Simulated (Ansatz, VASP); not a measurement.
**WS2 in VASP and in Ansatz**

The input INCAR:

```
SYSTEM = WS2
  PREC = Accurate
  ENCUT = 520
  EDIFF = 1E-6
  ISMEAR = 0
  SIGMA = 0.05
  LREAL = .FALSE.
  LASPH = .TRUE.
  NELM = 80
  ALGO = Normal
  ISIF = 2
  LWAVE = .FALSE.
  LCHARG = .TRUE.
  GGA = PS
  IVDW = 12
  LELF = .TRUE.
  LVHAR = .TRUE.
  NBANDS = 20
```

The input KPOINTS:

```
regular mesh
0
G
  12 12 2
  0 0 0
```

Contents of POSCAR:

```
WS2
1.0
    3.1239380587      0.0000000000      0.0000000000
   -1.5619690294      2.7054097187      0.0000000000
    0.0000000000      0.0000000000     16.9375357456
W S
1 2
Direct
    0.3333333333      0.6666666667      0.0004036076
    0.6569353598      0.3333333333      0.9059939784
    0.6763979736      0.3333333333      0.0916916354
```

Input for Ansatz:

```yaml
crystal:
  lattice:
    - [3.1239380587, 0.0, 0.0]
    - [-1.5619690294, 2.7054097187, 0.0]
    - [0.0, 0.0, 16.9375357456]
  atoms:
    - { symbol: W, position: [0.3333333333, 0.6666666667, 0.0004036076] }
    - { symbol: S, position: [0.6569353598, 0.3333333333, 0.9059939784] }
    - { symbol: S, position: [0.6763979736, 0.3333333333, 0.0916916354] }
basis:
  ecutwfc: 420
kpoints:
  mp_grid: { grid: [12, 12, 2] }
hamiltonian:
  xc: pbesol
  pseudopotentials: { kind: paw, azcp: { folder: soft_1 } }
  dispersion: d3bj
scf:
  occupations: { method: gaussian, width: 0.05 }
output:
  forces: true
  stress: true
  eigenvalues: true
```

Change from the starting cell: mode 4 frozen in at -0.030 Å and mode 9 at -0.020 Å (largest displacements).

Alike in both runs: task single point; functional PBEsol; dispersion D3(BJ); k mesh 12 × 12 × 2; occupations gaussian, width 0.05 eV; no spin polarisation.

```csv
,VASP,Ansatz
version,VASP 6.6.1,Ansatz 0.2.0
potentials or method,"VASP PAW PBE potentials, release 64 (W_sv, S), cutoff 520 eV","scalar-relativistic, plane waves, PAW"
valence electrons in the cell,26,26
```

```csv
,VASP,Ansatz,Ansatz less VASP
gap on the k mesh at the Fermi level (eV),1.98,1.98,0.000
least direct gap on the mesh (eV),2.04,2.03,-0.004
rms of the force components (eV/Å),0.400,0.399,-0.0010
```

VASP's potentials were made for PBE, not for PBEsol, and Ansatz warns of the same on its side. Atom by atom the forces differ by 0.010 eV/Å (rms over components).

Neither program's run includes spin-orbit coupling.
